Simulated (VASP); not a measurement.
Write the native input for VASP 6.6.1 that does the following.

* Task: single point
* Functional: PBE
* Potentials or basis: VASP PAW PBE potentials, release 64 (Ga_d, Sb)
* Cutoff: 500 eV
* k mesh: 6 × 6 × 6
* Occupations: fermi-dirac, width 0.02 eV
* Spin: no spin polarisation
* Dipole correction: no
* Further INCAR settings: ALGO = Normal; EDIFF = 1e-06; NBANDS = 16

The structure of GaSb lies in POSCAR:

```
GaSb
1.0
    0.0000000000      3.0658848223      3.0658848223
    3.0658848223      0.0000000000      3.0658848223
    3.0658848223      3.0658848223      0.0000000000
Ga Sb
1 1
Direct
    0.0000000000      0.0000000000      0.0000000000
    0.2500000000      0.2500000000      0.2500000000
```

One way to write it, as run:

INCAR

```
  PREC = Accurate
  ENCUT = 500
  EDIFF = 1E-6
  ISMEAR = -1
  SIGMA = 0.02
  LREAL = F
  LASPH = T
  NELM = 120
  ALGO = Normal
  ISIF = 2
  LWAVE = F
  LCHARG = F
  GGA = PE
  NBANDS = 16
  GGA_COMPAT = F
```

KPOINTS

```
regular mesh
0
Gamma
  6 6 6
```

Potentials or basis: VASP PAW PBE potentials, release 64 (Ga_d, Sb).

Command:

```bash
$ cat potpaw_PBE.64/Ga_d/POTCAR potpaw_PBE.64/Sb/POTCAR > POTCAR
$ mpirun -np 1 vasp_std > vasp.out
```

It gave:

```json
{"Pressure": "2.1 GPa", "Band gap on the k mesh": "zero (filled and empty bands touch)"}
```

Caveat: semilocal functionals underestimate gaps, and a narrow one can read as zero; spin-orbit coupling is left out, which moves the levels of the heavy elements.

It took 33 s on 1 thread of Intel Xeon 8259CL (shared host), peak memory 0.15 GiB.
